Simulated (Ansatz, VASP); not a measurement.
Two plane-wave programs on Li

```
Li
1.0
     3.43194    0.00000    0.00000
     1.71597    2.42675    0.00000
     0.00000    0.00000   30.56049
Li
7
Direct
  0.00000 0.00000 0.26178
  0.50000 0.00000 0.34118
  0.00000 0.00000 0.42059
  0.50000 0.00000 0.50000
  0.00000 0.00000 0.57941
  0.50000 0.00000 0.65882
  0.00000 0.00000 0.73822
```

Alike in both runs: task single point; functional PBEsol; k mesh 13 × 13 × 1; no spin polarisation.

|  | VASP | Ansatz |
| --- | --- | --- |
| version | VASP 6.6.1 | Ansatz 0.2.0 |
| potentials or method | VASP PAW PBE potentials, release 64 (Li_sv), cutoff 520 eV | plane-wave PAW, scalar-relativistic |
| occupations | methfessel-paxton of order 1, width 0.1 eV | cold, width 0.1 eV |
| valence electrons in the cell | 21 | 21 |

|  | VASP | Ansatz | Ansatz less VASP |
| --- | --- | --- | --- |
| rms of the force components (eV/Å) | 0.031 | 0.032 | +0.0009 |

VASP's potentials were made for PBE, not for PBEsol, and Ansatz warns of the same on its side. Atom by atom the forces differ by 0.001 eV/Å (rms over components).

Noted on VASP's run: the cutoff is under 1.25 times that of the potentials, so the pressure is a little rough.
